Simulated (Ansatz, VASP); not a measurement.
**Al2Cu in VASP and in Ansatz**

Contents of INCAR:

```
SYSTEM = Al2Cu
PREC = Accurate ; ENCUT = 600
EDIFF = 1E-6 ; ISMEAR = 0
SIGMA = 0.2 ; LREAL = .FALSE.
LASPH = .TRUE. ; NELM = 100
ALGO = Fast ; ISIF = 3
LWAVE = .FALSE. ; LCHARG = .FALSE.
GGA = PE ; IBRION = 2
NSW = 36 ; EDIFFG = -0.08
```

The input KPOINTS:

```
Automatic mesh
0
G
  9 9 9
  0 0 0
```

Contents of POSCAR:

```
Al2Cu
1.0
   -1.4524252400      1.4524252400      5.0607293300
    1.4524252400     -1.4524252400      5.0607293300
    1.4524252400      1.4524252400     -5.0607293300
Al Cu
2 1
Direct
    0.6657348300      0.6657348300      0.0000000000
    0.3342651700      0.3342651700      0.0000000000
    0.0000000000      0.0000000000      0.0000000000
```

Input for Ansatz:

```yaml
crystal:
  lattice:
    - [-1.45242524, 1.45242524, 5.06072933]
    - [1.45242524, -1.45242524, 5.06072933]
    - [1.45242524, 1.45242524, -5.06072933]
  atoms:
    - { symbol: Al, position: [0.66573483, 0.66573483, 0.0] }
    - { symbol: Al, position: [0.33426517, 0.33426517, 0.0] }
    - { symbol: Cu, position: [0.0, 0.0, 0.0] }
basis:
  ecutwfc: 420
kpoints:
  mp_grid: { grid: [9, 9, 9] }
hamiltonian:
  xc: pbe
scf:
  occupations: { method: gaussian, width: 0.2 }
  lower_state_search: "off"
output:
  forces: true
  stress: true
  eigenvalues: true
relax:
  adjacent_minimum: "off"
  f_tol: 0.08
  max_steps: 16
  cell: { stress_tol: 0.8 }
```

Change from the starting cell: species swapped into the Hf2Hg type (I4/mmm, No. 139).

Alike in both runs: task relaxation of cell and atoms; functional PBE; k mesh 9 × 9 × 9; occupations gaussian, width 0.2 eV; no spin polarisation.

```csv
,VASP,Ansatz
version,VASP 6.6.1,Ansatz 0.2.0
potentials or method,"VASP PAW PBE potentials, release 64 (Al, Cu), cutoff 600 eV","scalar-relativistic, plane waves, PAW"
valence electrons in the cell,17,25
```

|  | VASP | Ansatz | Ansatz less VASP |
| --- | --- | --- | --- |
| gap on the k mesh at the Fermi level, each at its own relaxed structure (eV) | none | none | - |
| relaxed volume (Å³/atom) | 14.73 | 14.64 | -0.087 |
| relaxed length of the cell vector where the two differ most in proportion (Å) | 6.056 | 6.021 | -0.0358 |

A gap of «none» marks a metal or a gap that the smearing closes. VASP's potentials hold 17 valence electrons a cell and Ansatz's 25, so a difference there can come from the potentials and not from the codes.
